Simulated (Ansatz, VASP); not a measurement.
**Two plane-wave programs on Al3Pd**

```
CELL_PARAMETERS angstrom
3.94691 0.00000 0.00000
0.00000 3.94691 0.00000
0.00000 0.00000 3.94691
ATOMIC_POSITIONS crystal
Al 0.00000 0.50000 0.50000
Al 0.50000 0.00000 0.50000
Al 0.50000 0.50000 0.00000
Pd 0.00000 0.00000 0.00000
```

Alike in both runs: task single point; functional PBE; k mesh 4 × 4 × 4; occupations gaussian, width 0.1 eV; no spin polarisation.

```csv
,VASP,Ansatz
version,VASP 6.6.1,Ansatz 0.2.0
potentials or method,"VASP PAW PBE potentials, release 64 (Al, Pd), cutoff 520 eV","scalar-relativistic, plane waves, PAW"
valence electrons in the cell,19,27
```

VASP gave:

| Property | Result |
| --- | --- |
| gap on the k mesh at the Fermi level (eV) | none |
| pressure (GPa) | 1.1 |

Q: What did Ansatz give for the same quantities?

A: gap on the k mesh at the Fermi level (eV): none; pressure (GPa): 1.2.

A gap of «none» marks a metal or a gap that the smearing closes. VASP's potentials hold 19 valence electrons a cell and Ansatz's 27, so a difference there can come from the potentials and not from the codes.

The k mesh is coarse, so the values compare programs but aren't converged.
